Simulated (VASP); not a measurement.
A run of VASP 6.6.1 is set up as follows.

INCAR

```
PREC = Accurate
ENCUT = 520
EDIFF = 1E-7
ISMEAR = -1
SIGMA = 0.05
LREAL = F
LASPH = T
NELM = 150
ALGO = Normal
ISIF = 2
LWAVE = F
LCHARG = F
ISPIN = 2
MAGMOM = 2
LORBIT = 11
NUPDOWN = 2.0
LMAXMIX = 6
GGA = PS
NBANDS = 22
```

Contents of KPOINTS:

```
Automatic mesh
0
Gamma
  7 7 7
```

The input POSCAR:

```
Yb
1.0
   -2.1514830000      2.1514830000      2.1514830000
    2.1514830000     -2.1514830000      2.1514830000
    2.1514830000      2.1514830000     -2.1514830000
Yb
1
Direct
    0.0000000000      0.0000000000      0.0000000000
```

Potentials or basis: VASP PAW PBE potentials, release 64 (Yb).

Command:

```bash
$ cat potpaw_PBE.64/Yb/POTCAR > POTCAR
$ mpirun -np 1 vasp_std > vasp.out
```

Q: Predict the pressure.

A: -3.5 GPa.

Caveat: the cell stands under tension; the PAW data sets were made with another functional, which shifts forces and pressure a little; the total moment is fixed, so each spin has its own Fermi level. The state reached can hang on the start; a lower one may exist.
